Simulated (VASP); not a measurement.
# SrTiO3 (I4/mcm) in VASP: relaxation of cell and atoms with PBEsol

Aim: the relaxation of cell and atoms of SrTiO3 with PBEsol.

All numbers are computed with VASP 6.6.1; they aren't measurements. Logs are shortened: lines on timing, memory, paths and dates and some standing lists are left out, and cuts for length are marked.

## Step 1: The cell of the first run

Symmetry: I4/mcm, No. 140, tetragonal system. The conventional cell has a = 5.511 Å, b = 5.511 Å, c = 7.796 Å, α = 90.00°, β = 90.00°, γ = 90.00°. Sr (site symmetry -42m) has 12 O at 2.73 to 2.78 Å and 8 Ti at 3.38 Å within 3.6 Å. Within 2.6 Å of Ti (site symmetry 4/m) lie 6 O at 1.95 Å. Within 2.6 Å of O (site symmetry 422) lie 2 Ti at 1.95 Å. O (site symmetry m2m) has 2 Ti at 1.95 Å within 2.6 Å.

## Step 2: Relaxation of cell and atoms, PBEsol

Input file INCAR:

```
SYSTEM = SrTiO3
PREC = Accurate
ENCUT = 600
EDIFF = 1E-7
ISMEAR = 0
SIGMA = 0.02
LREAL = .FALSE.
LASPH = .TRUE.
NELM = 80
ALGO = Normal
ISIF = 3
LWAVE = .FALSE.
LCHARG = .FALSE.
GGA = PS
IBRION = 2
NSW = 100
EDIFFG = -0.005
KPAR = 2
```

Input file KPOINTS:

```
regular mesh
0
G
  8 8 8
  0 0 0
```

Input file POSCAR:

```
SrTiO3
1.0
   -2.7555000000      2.7555000000      3.8980000000
    2.7555000000     -2.7555000000      3.8980000000
    2.7555000000      2.7555000000     -3.8980000000
Sr Ti O
2 2 6
Direct
    0.7500000000      0.2500000000      0.5000000000
    0.2500000000      0.7500000000      0.5000000000
    0.0000000000      0.0000000000      0.0000000000
    0.5000000000      0.5000000000      0.0000000000
    0.2500000000      0.2500000000      0.0000000000
    0.7500000000      0.7500000000      0.0000000000
    0.7451000000      0.2451000000      0.9902000000
    0.2451000000      0.2549000000      0.5000000000
    0.2549000000      0.7549000000      0.0098000000
    0.7549000000      0.7451000000      0.5000000000
```

Potentials or basis: VASP PAW PBE potentials, release 64 (Sr_sv, Ti_sv, O).

Launch:

```bash
cat potpaw_PBE.64/Sr_sv/POTCAR potpaw_PBE.64/Ti_sv/POTCAR potpaw_PBE.64/O/POTCAR > POTCAR
mpirun -np 2 vasp_std > vasp.out
```

OUTCAR:

```text
SYSTEM = SrTiO3
   PREC = Accurate
   ENCUT = 600
   EDIFF = 1E-7
   ISMEAR = 0
   LREAL = .FALSE.
   LASPH = .TRUE.
   NELM = 80
   ISIF = 3
   GGA = PS
   IBRION = 2
   NSW = 100
   EDIFFG = -0.005

 ion  position               nearest neighbor table
   1  0.750  0.250  0.500-   8 2.73   9 2.73  10 2.73   7 2.73   5 2.76   6 2.76   6 2.76   5 2.76
                             7 2.78   9 2.78   8 2.78  10 2.78   4 3.38   3 3.38   4 3.38   4 3.38
   2  0.250  0.750  0.500-   7 2.73   8 2.73  10 2.73   9 2.73   5 2.76   6 2.76   5 2.76   6 2.76
                             9 2.78   8 2.78  10 2.78   7 2.78   4 3.38   3 3.38   4 3.38   3 3.38
   3  0.000  0.000  0.000-   7 1.95   8 1.95   9 1.95  10 1.95   5 1.95   6 1.95   1 3.38   2 3.38
                             1 3.38   1 3.38   2 3.38   2 3.38   1 3.38   2 3.38
   4  0.500  0.500  0.000-   7 1.95   9 1.95  10 1.95   8 1.95   5 1.95   6 1.95   1 3.38   2 3.38
                             2 3.38   1 3.38   2 3.38   1 3.38   2 3.38   1 3.38
   5  0.250  0.250  0.000-   3 1.95   4 1.95   1 2.76   2 2.76   2 2.76   1 2.76
   6  0.750  0.750  0.000-   3 1.95   4 1.95   1 2.76   2 2.76   1 2.76   2 2.76
   7  0.745  0.245  0.990-   3 1.95   4 1.95   2 2.73   1 2.73   1 2.78   2 2.78
   8  0.245  0.255  0.500-   4 1.95   3 1.95   1 2.73   2 2.73   1 2.78   2 2.78
   9  0.255  0.755  0.010-   3 1.95   4 1.95   1 2.73   2 2.73   2 2.78   1 2.78
  10  0.755  0.745  0.500-   3 1.95   4 1.95   1 2.73   2 2.73   1 2.78   2 2.78

  LATTYP: Found a body centered tetragonal cell.
 ALAT       =     5.5110000000
 C/A-ratio  =     1.4146252949

  Lattice vectors:

 A1 = (  -2.7555000000,   2.7555000000,   3.8980000000)
 A2 = (   2.7555000000,  -2.7555000000,   3.8980000000)
 A3 = (   2.7555000000,   2.7555000000,  -3.8980000000)

Analysis of symmetry for initial positions (statically):
=====================================================================
 Subroutine PRICEL returns:
 Original cell was already a primitive cell.

 Routine SETGRP: Setting up the symmetry group for a
 body centered tetragonal supercell.

 Subroutine GETGRP returns: Found 16 space group operations
 (whereof  8 operations were pure point group operations)
 out of a pool of 16 trial point group operations.

The static configuration has the point symmetry C_4h.
 The point group associated with its full space group is D_4h.

Analysis of symmetry for dynamics (positions and initial velocities):
=====================================================================
 Subroutine PRICEL returns:
 Original cell was already a primitive cell.

 Routine SETGRP: Setting up the symmetry group for a
 body centered tetragonal supercell.

 Subroutine GETGRP returns: Found 16 space group operations
 (whereof  8 operations were pure point group operations)
 out of a pool of 16 trial point group operations.

The dynamic configuration has the point symmetry C_4h.
 The point group associated with its full space group is D_4h.

 Subroutine INISYM returns: Found 16 space group operations
 (whereof  8 operations are pure point group operations),
 and found     1 'primitive' translations

----------------------------------------------------------------------------------------

                                     Primitive cell

  volume of cell :     118.3866

  direct lattice vectors                    reciprocal lattice vectors
    -2.755500000  2.755500000  3.898000000     0.000000000  0.181455271  0.128270908
     2.755500000 -2.755500000  3.898000000     0.181455271  0.000000000  0.128270908
     2.755500000  2.755500000 -3.898000000     0.181455271  0.181455271  0.000000000

  length of vectors
     5.511802291  5.511802291  5.511802291     0.222214854  0.222214854  0.256616506

  position of ions in fractional coordinates (direct lattice)
     0.750000000  0.250000000  0.500000000
     0.250000000  0.750000000  0.500000000
     0.000000000  0.000000000  0.000000000
     0.500000000  0.500000000  0.000000000
     0.250000000  0.250000000  0.000000000
     0.750000000  0.750000000  0.000000000
     0.745100000  0.245100000  0.990200000
     0.245100000  0.254900000  0.500000000
     0.254900000  0.754900000  0.009800000
     0.754900000  0.745100000  0.500000000

  ion indices of the primitive-cell ions
   primitive index   ion index
                 1           1
                 2           2
                 3           3
[... 32 lines left out ...]
 Found     59 irreducible k-points:

 Following reciprocal coordinates:
            Coordinates               Weight
  0.000000  0.000000  0.000000      1.000000
  0.125000 -0.000000  0.000000      8.000000
  0.250000 -0.000000  0.000000      8.000000
  0.375000 -0.000000  0.000000      8.000000
  0.500000 -0.000000  0.000000      4.000000
  0.125000  0.125000  0.000000      8.000000
[... 16 lines left out ...]
  0.250000  0.125000  0.125000     16.000000
  0.375000  0.125000  0.125000      8.000000
 [... further k-points ...]
   k-points           NKPTS =     59   k-points in BZ     NKDIM =     59   number of bands    NBANDS=     48
   number of dos      NEDOS =    301   number of ions     NIONS =     10
   total plane-waves  NPLWV = 110592
   dimension x,y,z NGX =    48 NGY =   48 NGZ =   48
   dimension x,y,z NGXF=    96 NGYF=   96 NGZF=   96
   ions per type =               2   2   6
   NGX,Y,Z   is equivalent  to a cutoff of  14.48, 14.48, 14.48 a.u.
   NGXF,Y,Z  is equivalent  to a cutoff of  28.96, 28.96, 28.96 a.u.
 SYSTEM =  SrTiO3
   PREC   = accura    normal or accurate (medium, high low for compatibility)
   ISTART =      0    job   : 0-new  1-cont  2-samecut
   ICHARG =      2    charge: 1-file 2-atom 10-const
   ISPIN  =      1    spin polarized calculation?
   LNONCOLLINEAR =      F non collinear calculations
   LSORBIT =      F    spin-orbit coupling
   LASPH  =      T    aspherical Exc in radial PAW
   ENCUT  =  600.0 eV  44.10 Ry    6.64 a.u.  11.01 11.01 11.01*2*pi/ulx,y,z
   NELM   =     80;   NELMIN=  2; NELMDL= -5     # of ELM steps
   EDIFF  = 0.1E-06   stopping-criterion for ELM
   LREAL  =      F    real-space projection
   EDIFFG = -.5E-02   stopping-criterion for IOM
   NSW    =    100    number of steps for IOM
   IBRION =      2    ionic relax: 0-MD 1-quasi-New 2-CG
   NFREE  =      1    steps in history (QN), initial steepest desc. (CG)
   ISIF   =      3    stress and relaxation
   ISYM   =      2    0-nonsym 1-usesym 2-fastsym
   POTIM  = 0.5000    time-step for ionic-motion
   TEBEG  =    0.0;   TEEND  =   0.0 temperature during run
   PSTRESS=    0.0 pullay stress
   NELECT =      80.0000    total number of electrons
   NUPDOWN=      -1.0000    fix difference up-down
   EMIN   =  10.00;   EMAX   =-10.00  energy-range for DOS
   EFERMI =   0.00;   METHOD = LEGACY
   ISMEAR =     0;   SIGMA  =   0.02  broadening in eV -4-tet -1-fermi 0-gaus
   EFERMI_NEDOS =   21; number of points for ismear=-14 and -15
   IALGO  =     38    algorithm
   IMIX   =      4    mixing-type and parameters
     AMIX     =   0.40;   BMIX     =  1.00
     AMIX_MAG =   1.60;   BMIX_MAG =  1.00
  volume/ion in A,a.u.               =      11.84        79.89
  Fermi-wavevector in a.u.,A,eV,Ry     =   1.436605  2.714789 28.080152  2.063833
  Thomas-Fermi vector in A             =   2.555774
   LORBIT       =      0    0 simple, 1 ext, 2 COOP (PROOUT), +10 PAW based schemes
   GGA     = PS    functional components
   LHFCALC =     F    Hartree Fock is set to
   AEXX    =    0.0000 exact exchange contribution
   IVDW    =     0    specifies the selected vdW correction
   LEPSILON=     F    determine dielectric tensor
   LRPA    =     F    only Hartree local field effects (RPA)
 conjugate gradient relaxation of ions
 non-spin polarized calculation
 Gauss-broadening in eV      SIGMA  =   0.02
  energy-cutoff  :      600.00
  volume of cell :      118.39
 maximum number of plane-waves:      3984
 NGX is ok and might be reduce to    48
   NGX = 21   NGY = 21   NGZ = 21

--------------------------------------- Ionic step        1  -------------------------------------------

 number of electron      79.9999996 magnetization

 Free energy of the ion-electron system (eV)
  ---------------------------------------------------
  ext. energy  EPLUGINS =         0.00000000
  ---------------------------------------------------
  free energy    TOTEN  =       -84.04591336 eV

  energy without entropy =      -84.04591336  energy(sigma->0) =      -84.04591336

------------------------ aborting loop because EDIFF is reached ----------------------------------------

  FORCE on cell =-STRESS in cart. coord.  units (eV):
  Direction    XX          YY          ZZ          XY          YZ          ZX
  --------------------------------------------------------------------------------------
  -------------------------------------------------------------------------------------
  Total       -0.2834180     -0.2834180     -0.2922707      0.0000000      0.0000000     -0.0000000
  in kB       -3.8356177     -3.8356177     -3.9554251      0.0000000      0.0000000     -0.0000000
  external PRESSURE =      -3.8755535 kB  Pullay stress =       0.0000000 kB
[... 113 lines left out ...]
  FREE ENERGIE OF THE ION-ELECTRON SYSTEM (eV)
  ---------------------------------------------------
  free  energy   TOTEN  =       -84.0462107192 eV

  energy  without entropy=      -84.0462107192  energy(sigma->0) =      -84.04621072

[... ionic steps 4 to 25 ...]

--------------------------------------- Ionic step       26  -------------------------------------------

 number of electron      80.0000005 magnetization

------------------------ aborting loop because EDIFF is reached ----------------------------------------
[... 83 lines left out ...]
--------------------------------------- Ionic step       28  -------------------------------------------

 number of electron      80.0000005 magnetization

 Free energy of the ion-electron system (eV)
  ---------------------------------------------------
  ext. energy  EPLUGINS =         0.00000000
  ---------------------------------------------------
  free energy    TOTEN  =       -84.05674699 eV

  energy without entropy =      -84.05674699  energy(sigma->0) =      -84.05674699

 E-fermi :   4.1108     XC(G=0): -11.5923

 val. band max:        3.9971979623   @ k =  -0.1250   0.1250   0.0000
 cond. band min:       5.9163875744   @ k =   0.0000   0.0000   0.0000
 fundamental gap:      1.9191896121
 Fermi energy:         4.1108002954

 k-point     1 :       0.0000    0.0000    0.0000
  band No.  band energies     occupation
      1     -52.1176      2.00000
      2     -52.1126      2.00000
      3     -28.5496      2.00000
      4     -28.5491      2.00000
      5     -28.5491      2.00000
      6     -28.4831      2.00000
[... 1213 lines left out ...]
     47       9.6887      0.00000
     48       9.6887      0.00000

 [... further k-points ...]

------------------------ aborting loop because EDIFF is reached ----------------------------------------

  FORCE on cell =-STRESS in cart. coord.  units (eV):
  Direction    XX          YY          ZZ          XY          YZ          ZX
  --------------------------------------------------------------------------------------
  -------------------------------------------------------------------------------------
  Total       -0.0024624     -0.0024624     -0.0154597      0.0000000     -0.0000000     -0.0000000
  in kB       -0.0334518     -0.0334518     -0.2100183      0.0000000     -0.0000000     -0.0000000
  external PRESSURE =      -0.0923073 kB  Pullay stress =       0.0000000 kB
[... 25 lines left out ...]
  FREE ENERGIE OF THE ION-ELECTRON SYSTEM (eV)
  ---------------------------------------------------
  free  energy   TOTEN  =       -84.0567469853 eV

  energy  without entropy=      -84.0567469853  energy(sigma->0) =      -84.05674699

 reached required accuracy - stopping structural energy minimisation
```

Wall time 31 min (2 MPI ranks of Intel Xeon 6975P-C (Granite Rapids), shared host); peak memory 0.59 GiB.

What came out:

| Property | Result |
| --- | --- |
| Free energy | -84.0567 eV |
| Relaxed volume | 11.79 Å³/atom |
| Relaxed cell | a = 5.510 Å, b = 5.510 Å, c = 5.510 Å, α = 120.18°, β = 120.18°, γ = 89.68° |
| Space group after relaxing (to 0.1 Å) | I4/mcm (No. 140) |
| Energy gained by relaxing | 1.1 meV/atom |
| Ionic steps | 28 |
| Pressure after relaxing | 0.0 GPa |
| Band gap on the k mesh | 1.92 eV |

The path:
| step | energy change (eV) | largest force (eV/Å) | pressure (GPa) | volume (Å³) |
| --- | --- | --- | --- | --- |
| 1 | 0.0000 | 0.0128 | -0.39 | 118.39 |
| 2 | 0.0000 | 0.0137 | 0.39 | 117.90 |
| 3 | -0.0003 | 0.0133 | 0.01 | 118.14 |
| 4 | -0.0003 | 0.0133 | 0.01 | 118.14 |
| 5 | -0.0003 | 0.0135 | 0.01 | 118.14 |
| 6 | -0.0004 | 0.0140 | 0.01 | 118.14 |
| 7 | -0.0006 | 0.0150 | 0.01 | 118.13 |
| 8 | -0.0011 | 0.0169 | 0.01 | 118.13 |
| 9 | -0.0021 | 0.0199 | 0.00 | 118.12 |
| 10 | -0.0042 | 0.0215 | -0.02 | 118.11 |
| 11 | -0.0068 | 0.0047 | -0.10 | 118.07 |
| 12 | -0.0068 | 0.0047 | -0.10 | 118.07 |
| 13 | -0.0069 | 0.0044 | -0.10 | 118.07 |
| 14 | -0.0069 | 0.0039 | -0.10 | 118.07 |
| 15 | -0.0070 | 0.0031 | -0.10 | 118.07 |
| 16 | -0.0071 | 0.0012 | -0.10 | 118.06 |
| 17 | -0.0072 | 0.0035 | -0.10 | 118.05 |
| 18 | -0.0072 | 0.0143 | -0.11 | 118.02 |
| 19 | -0.0073 | 0.0076 | -0.10 | 118.04 |
| 20 | -0.0075 | 0.0066 | -0.10 | 118.03 |
| 21 | -0.0082 | 0.0058 | -0.08 | 118.02 |
| 22 | -0.0092 | 0.0041 | -0.04 | 117.98 |
| 23 | -0.0106 | 0.0006 | 0.04 | 117.91 |
| 24 | -0.0099 | 0.0069 | 0.22 | 117.78 |
| 25 | -0.0108 | 0.0019 | 0.10 | 117.87 |
| 26 | -0.0108 | 0.0018 | 0.07 | 117.90 |
| 27 | -0.0108 | 0.0015 | -0.06 | 117.97 |
| 28 | -0.0108 | 0.0016 | -0.01 | 117.94 |

Final structure:
```yaml
crystal:
  lattice:
    - [-2.74723, 2.74723, 3.90665]
    - [2.74723, -2.74723, 3.90665]
    - [2.74723, 2.74723, -3.90665]
  atoms:
    - { symbol: Sr, position: [0.75000, 0.25000, 0.50000] }
    - { symbol: Sr, position: [0.25000, 0.75000, 0.50000] }
    - { symbol: Ti, position: [0.00000, 0.00000, 0.00000] }
    - { symbol: Ti, position: [0.50000, 0.50000, 0.00000] }
    - { symbol: O, position: [0.25000, 0.25000, 0.00000] }
    - { symbol: O, position: [0.75000, 0.75000, 0.00000] }
    - { symbol: O, position: [0.72715, 0.22715, 0.95429] }
    - { symbol: O, position: [0.22715, 0.27285, 0.50000] }
    - { symbol: O, position: [0.27285, 0.77285, 0.04571] }
    - { symbol: O, position: [0.77285, 0.72715, 0.50000] }
```

Caveat: the PAW data sets were made with another functional, which shifts forces and pressure a little. A k mesh can miss the band edges.
